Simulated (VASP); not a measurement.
# B (Fd-3m) in VASP: further runs

B is run at these levels: PBE; tasks: single point, relaxation of cell and atoms.

Program: VASP 6.6.1. These are calculated values, not measurements. Logs are shortened: lines on timing, memory, paths and dates and some standing lists are left out, and cuts for length are marked.

**1. The cell of the first run**

Symmetry: Fd-3m, No. 227, cubic system. The conventional cell has a = 4.051 Å, b = 4.051 Å, c = 4.051 Å, α = 90.00°, β = 90.00°, γ = 90.00°. B (site symmetry -43m) has 4 B at 1.75 Å within 2.3 Å.

This isn't the form of B at room conditions, which is rhombohedral.

**2. Single point, PBE**

INCAR

```
PREC = Accurate ; ENCUT = 520
EDIFF = 1E-6 ; ISMEAR = 0
SIGMA = 0.1 ; LREAL = False
LASPH = True ; NELM = 100
ALGO = Normal ; ISIF = 2
LWAVE = False ; LCHARG = False
GGA = PE ; NBANDS = 10
```

KPOINTS

```
regular mesh
0
Gamma
  18 18 18
```

POSCAR

```
B
1.0
    0.0000000000      2.0254942503      2.0254942503
    2.0254942503      0.0000000000      2.0254942503
    2.0254942503      2.0254942503      0.0000000000
B
2
Direct
    0.0000000000      0.0000000000      0.0000000000
    0.2500000000      0.2500000000      0.2500000000
```

Potentials or basis: VASP PAW PBE potentials, release 64 (B).

On the command line:

```
> cat potpaw_PBE.64/B/POTCAR > POTCAR
> mpirun -np 1 vasp_std > vasp.out
```

OUTCAR:

```text
PREC = Accurate
   ENCUT = 520
   EDIFF = 1E-6
   ISMEAR = 0
   LREAL = False
   LASPH = True
   NELM = 100
   ISIF = 2
   GGA = PE

 ion  position               nearest neighbor table
   1  0.000  0.000  0.000-   2 1.75   2 1.75   2 1.75   2 1.75
   2  0.250  0.250  0.250-   1 1.75   1 1.75   1 1.75   1 1.75

  LATTYP: Found a face centered cubic cell.
 ALAT       =     4.0509885006

  Lattice vectors:

 A1 = (   0.0000000000,   2.0254942503,   2.0254942503)
 A2 = (   2.0254942503,   0.0000000000,   2.0254942503)
 A3 = (   2.0254942503,   2.0254942503,   0.0000000000)

Analysis of symmetry for initial positions (statically):
=====================================================================
 Subroutine PRICEL returns:
 Original cell was already a primitive cell.

 Routine SETGRP: Setting up the symmetry group for a
 face centered cubic supercell.

 Subroutine GETGRP returns: Found 48 space group operations
 (whereof 24 operations were pure point group operations)
 out of a pool of 48 trial point group operations.

The static configuration has the point symmetry T_d .
 The point group associated with its full space group is O_h .

Analysis of symmetry for dynamics (positions and initial velocities):
=====================================================================
 Subroutine PRICEL returns:
 Original cell was already a primitive cell.

 Routine SETGRP: Setting up the symmetry group for a
 face centered cubic supercell.

 Subroutine GETGRP returns: Found 48 space group operations
 (whereof 24 operations were pure point group operations)
 out of a pool of 48 trial point group operations.

The dynamic configuration has the point symmetry T_d .
 The point group associated with its full space group is O_h .

 Subroutine INISYM returns: Found 48 space group operations
 (whereof 24 operations are pure point group operations),
 and found     1 'primitive' translations

----------------------------------------------------------------------------------------

                                     Primitive cell

  volume of cell :      16.6197

  direct lattice vectors                    reciprocal lattice vectors
     0.000000000  2.025494250  2.025494250    -0.246853330  0.246853330  0.246853330
     2.025494250  0.000000000  2.025494250     0.246853330 -0.246853330  0.246853330
     2.025494250  2.025494250  0.000000000     0.246853330  0.246853330 -0.246853330

  length of vectors
[... 83 lines left out ...]
   LREAL  =      F    real-space projection
   EDIFFG = 0.1E-04   stopping-criterion for IOM
   NSW    =      0    number of steps for IOM
   IBRION =     -1    ionic relax: 0-MD 1-quasi-New 2-CG
   NFREE  =      0    steps in history (QN), initial steepest desc. (CG)
   ISIF   =      2    stress and relaxation
   ISYM   =      2    0-nonsym 1-usesym 2-fastsym
   POTIM  = 0.5000    time-step for ionic-motion
   TEBEG  =    0.0;   TEEND  =   0.0 temperature during run
   PSTRESS=    0.0 pullay stress
   NELECT =       6.0000    total number of electrons
   NUPDOWN=      -1.0000    fix difference up-down
   EMIN   =  10.00;   EMAX   =-10.00  energy-range for DOS
   EFERMI =   0.00;   METHOD = LEGACY
   ISMEAR =     0;   SIGMA  =   0.10  broadening in eV -4-tet -1-fermi 0-gaus
   EFERMI_NEDOS =   21; number of points for ismear=-14 and -15
   IALGO  =     38    algorithm
   IMIX   =      4    mixing-type and parameters
     AMIX     =   0.40;   BMIX     =  1.00
     AMIX_MAG =   1.60;   BMIX_MAG =  1.00
  volume/ion in A,a.u.               =       8.31        56.08
  Fermi-wavevector in a.u.,A,eV,Ry     =   1.165693  2.202841 18.488147  1.358840
  Thomas-Fermi vector in A             =   2.302216
   LORBIT       =      0    0 simple, 1 ext, 2 COOP (PROOUT), +10 PAW based schemes
   GGA     = PE    functional components
   LHFCALC =     F    Hartree Fock is set to
   AEXX    =    0.0000 exact exchange contribution
   IVDW    =     0    specifies the selected vdW correction
   LEPSILON=     F    determine dielectric tensor
   LRPA    =     F    only Hartree local field effects (RPA)
 non-spin polarized calculation
 Gauss-broadening in eV      SIGMA  =   0.10
  energy-cutoff  :      520.00
  volume of cell :       16.62
 maximum number of plane-waves:       459
 NGX is ok and might be reduce to    24
   NGX = 11   NGY = 11   NGZ = 11

 number of electron       6.0000000 magnetization

 Free energy of the ion-electron system (eV)
  ---------------------------------------------------
  ext. energy  EPLUGINS =         0.00000000
  ---------------------------------------------------
  free energy    TOTEN  =       -11.51676175 eV

  energy without entropy =      -11.51131964  energy(sigma->0) =      -11.51404070

 E-fermi :   3.7595     XC(G=0): -11.2008

 val. band max:        3.7586096278   @ k =   0.2778   0.2778   0.0000
 cond. band min:       3.7608975441   @ k =  -0.3889   0.2778   0.0556
 fundamental gap:      0.0022879163
 Fermi energy:         3.7594590618

 k-point     1 :       0.0000    0.0000    0.0000
  band No.  band energies     occupation
      1      -9.1228      2.00000
      2       7.7900      0.00000
      3       7.7900      0.00000
      4       7.7900      0.00000
      5      11.9355      0.00000
      6      11.9355      0.00000
      7      11.9355      0.00000
      8      20.2900      0.00000
      9      22.5381      0.00000
     10      26.7343      0.00000
[... 287 lines left out ...]
 k-point    24 :      -0.2222    0.0556    0.0000
  band No.  band energies     occupation
      1      -7.8136      2.00000
      2       2.7053      2.00000
      3       5.7067      0.00000
      4       6.6624      0.00000
      5      13.4079      0.00000
      6      14.1436      0.00000
      7      14.6557      0.00000
      8      19.7418      0.00000
      9      22.6475      0.00000
     10      23.8318      0.00000

 [... further k-points ...]
[... 5 lines left out ...]
  --------------------------------------------------------------------------------------
  -------------------------------------------------------------------------------------
  Total        0.0004903      0.0004903      0.0004903      0.0000000     -0.0000000      0.0000000
  in kB        0.0472639      0.0472639      0.0472639      0.0000000     -0.0000000      0.0000000
  external PRESSURE =       0.0472639 kB  Pullay stress =       0.0000000 kB

 VOLUME and BASIS-vectors are now :
 -----------------------------------------------------------------------------
  energy-cutoff  :      520.00
  volume of cell :       16.62
      direct lattice vectors                 reciprocal lattice vectors
     0.000000000  2.025494250  2.025494250    -0.246853330  0.246853330  0.246853330
     2.025494250  0.000000000  2.025494250     0.246853330 -0.246853330  0.246853330
     2.025494250  2.025494250  0.000000000     0.246853330  0.246853330 -0.246853330

 POSITION                                       TOTAL-FORCE (eV/Angst)
 -----------------------------------------------------------------------------------
      0.00000      0.00000      0.00000        -0.000000     -0.000000     -0.000000
      1.01275      1.01275      1.01275         0.000000      0.000000      0.000000
 -----------------------------------------------------------------------------------
    total drift:                               -0.000000     -0.000000      0.000000

  FREE ENERGIE OF THE ION-ELECTRON SYSTEM (eV)
  ---------------------------------------------------
  free  energy   TOTEN  =       -11.5167617536 eV

  energy  without entropy=      -11.5113196424  energy(sigma->0) =      -11.51404070
```

OSZICAR:

```text
N       E                     dE             d eps       ncg     rms          rms(c)
DAV:   1     0.392496443906E+00    0.39250E+00   -0.31859E+03  3916   0.554E+02
DAV:   2    -0.115002852879E+02   -0.11893E+02   -0.11376E+02  5304   0.886E+01
DAV:   3    -0.117100318929E+02   -0.20975E+00   -0.20836E+00  4774   0.897E+00
DAV:   4    -0.117102266969E+02   -0.19480E-03   -0.19479E-03  4446   0.291E-01
DAV:   5    -0.117102267846E+02   -0.87723E-07   -0.87637E-07  4442   0.659E-03    0.295E+00
DAV:   6    -0.115709502430E+02    0.13928E+00   -0.62872E-02  4256   0.151E+00    0.177E+00
DAV:   7    -0.115162380043E+02    0.54712E-01   -0.90847E-02  4600   0.181E+00    0.238E-01
DAV:   8    -0.115167468793E+02   -0.50887E-03   -0.18892E-03  4170   0.339E-01    0.275E-02
DAV:   9    -0.115167576148E+02   -0.10736E-04   -0.33963E-05  4704   0.399E-02    0.129E-02
DAV:  10    -0.115167616195E+02   -0.40047E-05   -0.28006E-06  4298   0.127E-02    0.113E-03
DAV:  11    -0.115167617536E+02   -0.13409E-06   -0.10390E-07  2240   0.238E-03
   1 F= -.11516762E+02 E0= -.11514041E+02  d E =-.544211E-02
```

Run time: 27 s. Hardware: 1 thread of Intel Xeon 8259CL, shared host; peak memory 0.15 GiB.

Results:

| Quantity | Value |
| --- | --- |
| Free energy | -11.5168 eV |
| Pressure | 0.0 GPa |
| Band gap on the k mesh | zero (bands 3 and 4 overlap by 7.11 eV) |

**3. Relaxation of cell and atoms, PBE**

INCAR

```
SYSTEM = B
PREC = Accurate ; ENCUT = 600
EDIFF = 1E-6 ; ISMEAR = 0
SIGMA = 0.1 ; LREAL = .False.
LASPH = .True. ; NELM = 60
ALGO = Normal ; ISIF = 3
LWAVE = .False. ; LCHARG = .False.
GGA = PE ; IBRION = 2
NSW = 100 ; EDIFFG = -0.01
```

KPOINTS

```
Automatic mesh
0
Gamma
  18 18 18
  0 0 0
```

POSCAR

```
B
1.0
    0.0000000000      2.0247084311      2.0247084311
    2.0247084311      0.0000000000      2.0247084311
    2.0247084311      2.0247084311      0.0000000000
B
2
Direct
    0.0000000000      0.0000000000      0.0000000000
    0.2500000000      0.2500000000      0.2500000000
```

Potentials or basis: VASP PAW PBE potentials, release 64 (B).

On the command line:

```
> cat potpaw_PBE.64/B/POTCAR > POTCAR
> mpirun -np 1 vasp_std > vasp.out
```

It took 32 s on 1 thread of Intel Xeon 8259CL, shared host; peak memory 0.15 GiB.

It converged, with:

| Property | Result |
| --- | --- |
| Free energy | -11.5178 eV |
| Relaxed volume | 8.31 Å³/atom |
| Relaxed cell | a = 2.865 Å, b = 2.865 Å, c = 2.865 Å, α = 60.00°, β = 60.00°, γ = 60.00° |
| Space group after relaxing (to 0.1 Å) | Fd-3m (No. 227) |
| Energy gained by relaxing | 0.0 meV/atom |
| Ionic steps | 2 |
| Pressure after relaxing | -0.1 GPa |
| Band gap on the k mesh | zero (bands 3 and 4 overlap by 7.11 eV) |

Final structure:
```
CELL_PARAMETERS angstrom
0.00000 2.02570 2.02570
2.02570 0.00000 2.02570
2.02570 2.02570 0.00000
ATOMIC_POSITIONS crystal
B 0.00000 0.00000 0.00000
B 0.25000 0.25000 0.25000
```

Levels at points of the mesh, in eV from the Fermi level:
```
           k point  band 1  band 2  band 3  band 4  band 5  band 6
(0.00, 0.00, 0.00)  -12.88    4.03    4.03    4.03    8.17    8.17
(0.50, 0.00, 0.00)   -8.04   -7.01    1.70    1.70   10.23   10.23
(0.50, 0.50, 0.00)   -5.96   -5.96   -1.29   -1.29    7.20    7.20
```
